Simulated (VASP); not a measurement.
Write the native input for VASP 6.6.1 that does the following.

- Task: electric field gradients
- Functional: PBE
- Potentials or basis: VASP PAW PBE potentials, release 64 (Si, O)
- Cutoff: 520 eV
- k mesh: 7 × 7 × 7
- Occupations: fermi-dirac, width 0.03 eV
- Spin: no spin polarisation
- Dipole correction: no
- Further INCAR settings: ALGO = Normal; EDIFF = 1e-08; NBANDS = 25

The structure of SiO2 lies in POSCAR:

```
SiO2
1.0
   -2.4206118211      2.4206118211      3.8174304072
    2.4206118211     -2.4206118211      3.8174304072
    2.4206118211      2.4206118211     -3.8174304072
Si O
2 4
Direct
    0.0000000000      0.0000000000      0.0000000000
    0.7500000000      0.2500000000      0.5000000000
    0.9983800000      0.6250000000      0.8733800000
    0.3750000000      0.2483800000      0.3733800000
    0.7516200000      0.1250000000      0.1266200000
    0.8750000000      0.0016200000      0.6266200000
```

The input as run:

INCAR

```
SYSTEM = SiO2
PREC     = Accurate       ! precision mode
ENCUT    = 520            ! plane-wave cutoff, eV
EDIFF    = 1E-8           ! SCF threshold, eV
ISMEAR   = -1             ! smearing method
SIGMA    = 0.03           ! smearing width, eV
LREAL    = .False.        ! projectors in reciprocal space
LASPH    = .True.         ! aspherical terms in the spheres
NELM     = 100            ! most SCF steps
ALGO     = Normal         ! electronic algorithm
ISIF     = 2              ! what is computed and relaxed
LWAVE    = .False.        ! write WAVECAR
LCHARG   = .False.        ! write CHGCAR
GGA      = PE             ! functional
LEFG     = .True.       
NBANDS   = 25             ! bands
```

KPOINTS

```
Automatic mesh
0
Gamma
  7 7 7
  0 0 0
```

Potentials or basis: VASP PAW PBE potentials, release 64 (Si, O).

Command:

```bash
$ cat potpaw_PBE.64/Si/POTCAR potpaw_PBE.64/O/POTCAR > POTCAR
$ mpirun -np 1 vasp_std > vasp.out
```

It gave:

```
Pressure                                : -5.4 GPa
Largest force                           : 0.556 eV/Å
Band gap on the k mesh                  : 5.62 eV
Largest electric field gradient by atom : Si -6.2; O +94.8 V/Å²
```

Caveat: the cell stands under tension; without QUAD_EFG the Cq values of the log hold for a quadrupole moment of 1 mb, not for the nuclei; an odd mesh through Γ misses points on the zone boundary, where band edges can lie.

Run time: 64 s on 1 thread of AMD EPYC 9R45 96-Core Processor (Zen 5), on a shared host, peak memory 0.23 GiB.
